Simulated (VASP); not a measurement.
**Hf: single point with LDA**

Crystal: Hf.

```
Hf
1.0
     0.00000    2.22000    2.24220
     2.22000    0.00000    2.24220
     2.22000    2.22000    0.00000
Hf
1
Direct
  0.00000 0.00000 0.00000
```

This cell differs from its parent crystal: zz strain of +1 %.

```
Program                : VASP 6.6.1
Task                   : single point
Functional             : LDA
Potentials or basis    : VASP PAW LDA potentials, release 64 (Hf_pv)
Cutoff                 : 520 eV
k mesh                 : 13 × 13 × 13
Occupations            : fermi-dirac, width 0.03 eV
Spin                   : no spin polarisation
Dipole correction      : no
Further INCAR settings : ALGO = Normal; EDIFF = 1e-07; NBANDS = 11
```

The pressure is -6.5 GPa. The band gap on the k mesh is zero (band 5 reaches 5.95 eV, above the bottom of band 6 at 4.11 eV).

Stress tensor (GPa, compression positive):
```
-6.35  0.00  0.00
 0.00 -6.35  0.00
 0.00  0.00 -6.69
```

Levels at points of the mesh, in eV from the Fermi level:
```csv
k point,band 1,band 2,band 3,band 4,band 5,band 6,band 7,band 8,band 9,band 10
"(0.00, 0.00, 0.00)",-29.81,-29.81,-29.81,-7.18,1.26,1.38,1.38,4.04,4.21,11.47
```

It took 11 s on 1 thread of Intel(R) Xeon(R) 6975P-C (Granite Rapids) (shared host), peak memory 0.16 GiB.

Caveat: the cell differs from its parent crystal (zz strain of +1 %); spin-orbit coupling is left out, which moves the levels of the heavy elements.
